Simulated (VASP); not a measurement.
The system is CaSe.

```
Ca Se
1.0
     0.00000    2.97927    2.97927
     2.97927    0.00000    2.97927
     2.97927    2.97927    0.00000
Ca Se
1 1
Direct
  0.00000 0.00000 0.00000
  0.50000 0.50000 0.50000
```

* Program: VASP 6.6.1
* Task: relaxation of cell and atoms
* Functional: LDA
* Potentials or basis: VASP PAW LDA potentials, release 64 (Ca_sv, Se)
* Cutoff: 600 eV
* k mesh: 6 × 6 × 6
* Occupations: fermi-dirac, width 0.02 eV
* Spin: no spin polarisation

At the start: pressure -3.9 GPa; volume 26.44 Å³/atom.

**Question.** Where does the relaxation end?

**Answer.** Over 3 steps the energy falls by 26.3 meV/atom and the volume is 24.41 Å³/atom (-7.7 %); space group Fm-3m (No. 225, to 0.1 Å) before and after.

Step by step:
| step | energy change (eV) | largest force (eV/Å) | pressure (GPa) | volume (Å³) |
| --- | --- | --- | --- | --- |
| 1 | 0.0000 | 0.0000 | -3.87 | 52.89 |
| 2 | -0.0509 | 0.0000 | 0.83 | 48.14 |
| 3 | -0.0526 | 0.0000 | 0.01 | 48.82 |

Final structure:
```
Ca Se
1.0
     0.00000    2.90080    2.90080
     2.90080    0.00000    2.90080
     2.90080    2.90080    0.00000
Ca Se
1 1
Direct
  0.00000 0.00000 0.00000
  0.50000 0.50000 0.50000
```
